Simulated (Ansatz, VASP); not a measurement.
# One calculation of AlNi, two programs

```xyz
2
Lattice="2.9205 0.0000 0.0000 0.0000 2.9205 0.0000 0.0000 0.0000 2.8037" Properties=species:S:1:pos:R:3 pbc="T T T"
Al    0.0000    0.0000    0.0000
Ni    1.4602    1.4602    1.4018
```

Alike in both runs: task single point; functional PBEsol; k mesh 18 × 18 × 18; occupations gaussian, width 0.15 eV; no spin polarisation.

```csv
,VASP,Ansatz
version,VASP 6.6.1,Ansatz 0.2.0
potentials or method,"VASP PAW PBE potentials, release 64 (Al, Ni), cutoff 520 eV","scalar-relativistic, plane waves, PAW"
valence electrons in the cell,13,21
```

```csv
,VASP,Ansatz,Ansatz less VASP
gap on the k mesh at the Fermi level (eV),none,none,-
pressure (GPa),-3.1,-3.1,-0.08
"traceless stress, the component that is largest in VASP (GPa)",2.39,2.33,-0.055
```

VASP's potentials were made for PBE, not for PBEsol. A gap of «none» marks a metal or a gap that the smearing closes. With one functional, cell and mesh, what is left measures potentials, basis and numerics. VASP's potentials hold 13 valence electrons a cell and Ansatz's 21, so a difference there can come from the potentials and not from the codes.
